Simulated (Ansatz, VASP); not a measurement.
**Two plane-wave programs on NaF**

```
Na F
1.0
     2.79349    0.00000    0.00000
     0.00000    2.79349    0.00000
     0.00000    0.00000    2.79349
Na F
1 1
Direct
  0.00000 0.00000 0.00000
  0.50000 0.50000 0.50000
```

Alike in both runs: task single point; functional PBEsol; k mesh 6 × 6 × 6; no spin polarisation.

|  | VASP | Ansatz |
| --- | --- | --- |
| version | VASP 6.6.1 | Ansatz 0.2.0 |
| potentials or method | VASP PAW PBE potentials, release 64 (Na_pv, F) | plane waves, PAW |
| plane-wave cutoff (eV) | 520 | 420 |
| occupations | gaussian, width 0.01 eV | fixed |
| valence electrons in the cell | 14 | 16 |

Ansatz gave:

```
gap on the k mesh at the Fermi level (eV) : 6.00
pressure (GPa)                            : 1.4
```

Question: What did VASP give for the same quantities?

Answer: gap on the k mesh at the Fermi level (eV): 5.98; pressure (GPa): 1.4.

VASP's potentials were made for PBE, not for PBEsol. VASP's potentials hold 14 valence electrons a cell and Ansatz's 16, so a difference there can come from the potentials and not from the codes.
